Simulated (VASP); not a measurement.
# CdTe in VASP: further runs

Runs on CdTe. Level: PBEsol. Tasks: single point.

Program: VASP 6.6.1. These are calculated values, not measurements. Logs are shortened: lines on timing, memory, paths and dates and some standing lists are left out, and cuts for length are marked.

**1. The cell of the first run**

The cell holds a slab with vacuum, 6 atoms: a = 4.589 Å, b = 4.589 Å, c = 23.430 Å, α = 90.00°, β = 90.00°, γ = 120.00°.

**2. Single point, PBEsol**

Input file INCAR:

```
SYSTEM = CdTe
PREC = Accurate
ENCUT = 520
EDIFF = 1E-6
ISMEAR = 0
SIGMA = 0.05
LREAL = .FALSE.
LASPH = .TRUE.
NELM = 100
ALGO = Normal
ISIF = 2
LWAVE = .FALSE.
LCHARG = .FALSE.
LDIPOL = .TRUE.
IDIPOL = 3
DIPOL = 0.5 0.5 0.500
GGA = PS
NBANDS = 36
```

Input file KPOINTS:

```
regular mesh
0
G
  6 6 1
  0 0 0
```

Input file POSCAR:

```
CdTe
1.0
    4.5886584790      0.0000000000      0.0000000000
   -2.2943292395      3.9738948121      0.0000000000
    0.0000000000      0.0000000000     23.4299039080
Te Cd
3 3
Direct
    0.0000000000      0.0000000000      0.3239903832
    0.3333333333      0.6666666667      0.4855063598
    0.6666666667      0.3333333333      0.6473129930
    0.3333333333      0.6666666667      0.3565796375
    0.6666666667      0.3333333333      0.5173216790
    0.0000000000      0.0000000000      0.6692889477
```

Potentials or basis: VASP PAW PBE potentials, release 64 (Te, Cd).

Started as:

```console
cat potpaw_PBE.64/Te/POTCAR potpaw_PBE.64/Cd/POTCAR > POTCAR
mpirun -np 1 vasp_std > vasp.out
```

OUTCAR:

```text
SYSTEM = CdTe
   PREC = Accurate
   ENCUT = 520
   EDIFF = 1E-6
   ISMEAR = 0
   LREAL = .FALSE.
   LASPH = .TRUE.
   NELM = 100
   ISIF = 2
   GGA = PS

 ion  position               nearest neighbor table
   1  0.000  0.000  0.324-   4 2.76   4 2.76   4 2.76
   2  0.333  0.667  0.486-   5 2.75   5 2.75   5 2.75   4 3.02
   3  0.667  0.333  0.647-   6 2.70   6 2.70   6 2.70   5 3.05
   4  0.333  0.667  0.357-   1 2.76   1 2.76   1 2.76   2 3.02
   5  0.667  0.333  0.517-   2 2.75   2 2.75   2 2.75   3 3.05
   6  0.000  0.000  0.669-   3 2.70   3 2.70   3 2.70

  LATTYP: Found a hexagonal cell.
 ALAT       =     4.5886584790
 C/A-ratio  =     5.1060465744

  Lattice vectors:

 A1 = (   4.5886584790,   0.0000000000,   0.0000000000)
 A2 = (  -2.2943292395,   3.9738948121,   0.0000000000)
 A3 = (   0.0000000000,   0.0000000000,  23.4299039080)

Analysis of symmetry for initial positions (statically):
=====================================================================
 Subroutine PRICEL returns:
 Original cell was already a primitive cell.

 Routine SETGRP: Setting up the symmetry group for a
 hexagonal supercell.

 Subroutine GETGRP returns: Found  6 space group operations
 (whereof  6 operations were pure point group operations)
 out of a pool of 24 trial point group operations.

The static configuration has the point symmetry C_3v.

Analysis of symmetry for dynamics (positions and initial velocities):
=====================================================================
 Subroutine PRICEL returns:
 Original cell was already a primitive cell.

 Routine SETGRP: Setting up the symmetry group for a
 hexagonal supercell.

 Subroutine GETGRP returns: Found  6 space group operations
 (whereof  6 operations were pure point group operations)
 out of a pool of 24 trial point group operations.

The dynamic configuration has the point symmetry C_3v.

 Subroutine INISYM returns: Found  6 space group operations
 (whereof  6 operations are pure point group operations),
 and found     1 'primitive' translations

----------------------------------------------------------------------------------------

                                     Primitive cell

  volume of cell :     427.2407

  direct lattice vectors                    reciprocal lattice vectors
     4.588658479  0.000000000  0.000000000     0.217928618  0.125821146  0.000000000
    -2.294329240  3.973894812  0.000000000     0.000000000  0.251642292  0.000000000
     0.000000000  0.000000000 23.429903908     0.000000000  0.000000000  0.042680499

  length of vectors
     4.588658479  4.588658479 23.429903908     0.251642292  0.251642292  0.042680499

  position of ions in fractional coordinates (direct lattice)
     0.000000000  0.000000000  0.323990383
     0.333333333  0.666666667  0.485506360
     0.666666667  0.333333333  0.647312993
     0.333333333  0.666666667  0.356579637
     0.666666667  0.333333333  0.517321679
     0.000000000  0.000000000  0.669288948

  ion indices of the primitive-cell ions
   primitive index   ion index
                 1           1
                 2           2
                 3           3
                 4           4
                 5           5
                 6           6

----------------------------------------------------------------------------------------

 KPOINTS: regular mesh

Automatic generation of k-mesh.
 Grid dimensions read from file:
 generate k-points for:    6    6    1

 Generating k-lattice:

  Cartesian coordinates                     Fractional coordinates (reciprocal lattice)
     0.036321436  0.020970191  0.000000000     0.166666667  0.000000000  0.000000000
     0.000000000  0.041940382  0.000000000     0.000000000  0.166666667  0.000000000
     0.000000000  0.000000000  0.042680499     0.000000000  0.000000000  1.000000000

  Length of vectors
     0.041940382  0.041940382  0.042680499

  Shift w.r.t. Gamma in fractional coordinates (k-lattice)
     0.000000000  0.000000000  0.000000000

 Subroutine IBZKPT returns following result:
 ===========================================

 Found      7 irreducible k-points:

 Following reciprocal coordinates:
            Coordinates               Weight
  0.000000  0.000000  0.000000      1.000000
  0.166667  0.000000  0.000000      6.000000
  0.333333  0.000000  0.000000      6.000000
  0.500000  0.000000  0.000000      3.000000
  0.166667  0.166667  0.000000      6.000000
  0.333333  0.166667  0.000000     12.000000
  0.333333  0.333333  0.000000      2.000000
   k-points           NKPTS =      7   k-points in BZ     NKDIM =      7   number of bands    NBANDS=     36
   number of dos      NEDOS =    301   number of ions     NIONS =      6
   total plane-waves  NPLWV = 233280
   dimension x,y,z NGX =    36 NGY =   36 NGZ =  180
   dimension x,y,z NGXF=    72 NGYF=   72 NGZF=  360
   ions per type =               3   3
   NGX,Y,Z   is equivalent  to a cutoff of  13.04, 13.04, 12.77 a.u.
   NGXF,Y,Z  is equivalent  to a cutoff of  26.09, 26.09, 25.54 a.u.
 SYSTEM =  CdTe
   PREC   = accura    normal or accurate (medium, high low for compatibility)
   ISTART =      0    job   : 0-new  1-cont  2-samecut
   ICHARG =      2    charge: 1-file 2-atom 10-const
   ISPIN  =      1    spin polarized calculation?
   LNONCOLLINEAR =      F non collinear calculations
   LSORBIT =      F    spin-orbit coupling
   LASPH  =      T    aspherical Exc in radial PAW
   ENCUT  =  520.0 eV  38.22 Ry    6.18 a.u.   8.53  8.53 43.56*2*pi/ulx,y,z
   NELM   =    100;   NELMIN=  2; NELMDL= -5     # of ELM steps
   EDIFF  = 0.1E-05   stopping-criterion for ELM
   LREAL  =      F    real-space projection
   EDIFFG = 0.1E-04   stopping-criterion for IOM
   NSW    =      0    number of steps for IOM
   IBRION =     -1    ionic relax: 0-MD 1-quasi-New 2-CG
   NFREE  =      0    steps in history (QN), initial steepest desc. (CG)
   ISIF   =      2    stress and relaxation
   ISYM   =      2    0-nonsym 1-usesym 2-fastsym
   POTIM  = 0.5000    time-step for ionic-motion
   TEBEG  =    0.0;   TEEND  =   0.0 temperature during run
   PSTRESS=    0.0 pullay stress
   NELECT =      54.0000    total number of electrons
   NUPDOWN=      -1.0000    fix difference up-down
   EMIN   =  10.00;   EMAX   =-10.00  energy-range for DOS
   EFERMI =   0.00;   METHOD = LEGACY
   ISMEAR =     0;   SIGMA  =   0.05  broadening in eV -4-tet -1-fermi 0-gaus
   EFERMI_NEDOS =   21; number of points for ismear=-14 and -15
   IALGO  =     38    algorithm
   IMIX   =      4    mixing-type and parameters
     AMIX     =   0.40;   BMIX     =  1.00
     AMIX_MAG =   1.60;   BMIX_MAG =  1.00
  volume/ion in A,a.u.               =      71.21       480.53
  Fermi-wavevector in a.u.,A,eV,Ry     =   0.821578  1.552556  9.183791  0.674990
  Thomas-Fermi vector in A             =   1.932761
   LORBIT       =      0    0 simple, 1 ext, 2 COOP (PROOUT), +10 PAW based schemes
   GGA     = PS    functional components
   LHFCALC =     F    Hartree Fock is set to
   AEXX    =    0.0000 exact exchange contribution
   IVDW    =     0    specifies the selected vdW correction
   LEPSILON=     F    determine dielectric tensor
   LRPA    =     F    only Hartree local field effects (RPA)
 non-spin polarized calculation
 Gauss-broadening in eV      SIGMA  =   0.05
  energy-cutoff  :      520.00
  volume of cell :      427.24
 maximum number of plane-waves:     11589
 NGX is ok and might be reduce to    36
   NGX = 17   NGY = 17   NGZ = 87

 dipolmoment           0.000000      0.000000      0.000002 electrons x Angstroem

 number of electron      54.0000011 magnetization

 dipolmoment           0.000000      0.000000     -0.326280 electrons x Angstroem

 Free energy of the ion-electron system (eV)
  ---------------------------------------------------
  ext. energy  EPLUGINS =         0.00000000
  ---------------------------------------------------
  free energy    TOTEN  =       -15.14176394 eV

  energy without entropy =      -15.13930437  energy(sigma->0) =      -15.14053415

 E-fermi :  -0.6707     XC(G=0):  -4.6577

 val. band max:       -0.9794738298   @ k =   0.1667   0.0000   0.0000
 cond. band min:      -0.6608103288   @ k =   0.0000   0.0000   0.0000
 fundamental gap:      0.3186635010
 Fermi energy:        -0.6707463208

 k-point     1 :       0.0000    0.0000    0.0000
  band No.  band energies     occupation
      1     -13.9588      2.00000
      2     -12.5791      2.00000
      3     -11.2499      2.00000
      4     -11.2499      2.00000
      5     -11.2023      2.00000
      6     -10.9026      2.00000
[... 28 lines left out ...]
     35       3.2564      0.00000
     36       3.2565      0.00000

 k-point     2 :       0.1667    0.0000    0.0000
  band No.  band energies     occupation
      1     -13.8758      2.00000
      2     -12.5055      2.00000
      3     -11.2122      2.00000
      4     -11.2072      2.00000
      5     -11.1303      2.00000
      6     -10.9217      2.00000
[... 28 lines left out ...]
     35       2.9044      0.00000
     36       3.4597      0.00000

 k-point     3 :       0.3333    0.0000    0.0000
  band No.  band energies     occupation
      1     -13.7096      2.00000
      2     -12.3603      2.00000
      3     -11.1347      2.00000
      4     -11.0898      2.00000
      5     -10.9898      2.00000
      6     -10.9487      2.00000
[... 28 lines left out ...]
     35       3.7654      0.00000
     36       4.0410      0.00000

 k-point     4 :       0.5000    0.0000    0.0000
  band No.  band energies     occupation
      1     -13.6277      2.00000
      2     -12.2898      2.00000
      3     -11.0955      2.00000
      4     -11.0307      2.00000
      5     -10.9478      2.00000
      6     -10.9225      2.00000
[... 28 lines left out ...]
     35       4.0949      0.00000
     36       4.1622      0.00000

 k-point     5 :       0.1667    0.1667    0.0000
  band No.  band energies     occupation
      1     -13.7511      2.00000
      2     -12.3964      2.00000
      3     -11.1649      2.00000
      4     -11.1136      2.00000
      5     -11.0244      2.00000
      6     -10.9434      2.00000
[... 28 lines left out ...]
     35       3.3376      0.00000
     36       3.9058      0.00000

 k-point     6 :       0.3333    0.1667    0.0000
  band No.  band energies     occupation
      1     -13.6282      2.00000
      2     -12.2904      2.00000
      3     -11.1008      2.00000
      4     -11.0297      2.00000
      5     -10.9543      2.00000
      6     -10.9231      2.00000
[... 28 lines left out ...]
     35       3.8084      0.00000
     36       3.9993      0.00000

 k-point     7 :       0.3333    0.3333    0.0000
  band No.  band energies     occupation
      1     -13.5886      2.00000
      2     -12.2568      2.00000
      3     -11.0735      2.00000
      4     -11.0148      2.00000
      5     -10.9540      2.00000
      6     -10.9272      2.00000
[... 28 lines left out ...]
     35       4.0103      0.00000
     36       4.5266      0.00000

------------------------ aborting loop because EDIFF is reached ----------------------------------------

 vacuum level on the upper side and lower side of the slab       (xc-potential included)        -1.728         1.429

  FORCE on cell =-STRESS in cart. coord.  units (eV):
  Direction    XX          YY          ZZ          XY          YZ          ZX
  --------------------------------------------------------------------------------------
  -------------------------------------------------------------------------------------
  Total        2.0053359      2.0053359      0.1091095      0.0000000     -0.0000000      0.0000000
  in kB        7.5201256      7.5201256      0.4091671      0.0000000     -0.0000000      0.0000000
  external PRESSURE =       5.1498061 kB  Pullay stress =       0.0000000 kB

 VOLUME and BASIS-vectors are now :
 -----------------------------------------------------------------------------
  energy-cutoff  :      520.00
  volume of cell :      427.24
      direct lattice vectors                 reciprocal lattice vectors
     4.588658479  0.000000000  0.000000000     0.217928618  0.125821146  0.000000000
    -2.294329240  3.973894812  0.000000000     0.000000000  0.251642292  0.000000000
     0.000000000  0.000000000 23.429903908     0.000000000  0.000000000  0.042680499

 POSITION                                       TOTAL-FORCE (eV/Angst)
 -----------------------------------------------------------------------------------
      0.00000      0.00000      7.59106        -0.000000      0.000000     -0.019029
     -0.00000      2.64926     11.37537        -0.000000      0.000000     -0.021236
      2.29433      1.32463     15.16648        -0.000000      0.000000     -0.007193
     -0.00000      2.64926      8.35463         0.000000      0.000000      0.016823
      2.29433      1.32463     12.12080        -0.000000     -0.000000      0.008595
      0.00000      0.00000     15.68138        -0.000000     -0.000000      0.022040
 -----------------------------------------------------------------------------------
    total drift:                                0.000001     -0.000000     -0.000976

  FREE ENERGIE OF THE ION-ELECTRON SYSTEM (eV)
  ---------------------------------------------------
  free  energy   TOTEN  =       -15.1417639378 eV

  energy  without entropy=      -15.1393043666  energy(sigma->0) =      -15.14053415

 vacuum level on the upper side and lower side of the slab         1.743         4.972
```

Run time: 7.1 min. Hardware: 1 thread of Intel Xeon 8259CL, shared host; peak memory 0.54 GiB.

What came out:

```
Free energy            : -15.1418 eV
Largest force          : 0.022 eV/Å
Band gap on the k mesh : zero (filled and empty bands touch)
```

Forces on the atoms (eV/Å):
```
Te   0.000  0.000 -0.019
Te   0.000  0.000 -0.021
Te   0.000  0.000 -0.007
Cd   0.000  0.000  0.017
Cd   0.000  0.000  0.009
Cd   0.000  0.000  0.022
```

Caveat: the PAW data sets were made with another functional, which shifts forces and pressure a little; spin-orbit coupling is left out, which moves the levels of the heavy elements.

[end of part 1 of 2]

The gap in the log of VASP goes by the Fermi energy; the results here count the filled bands.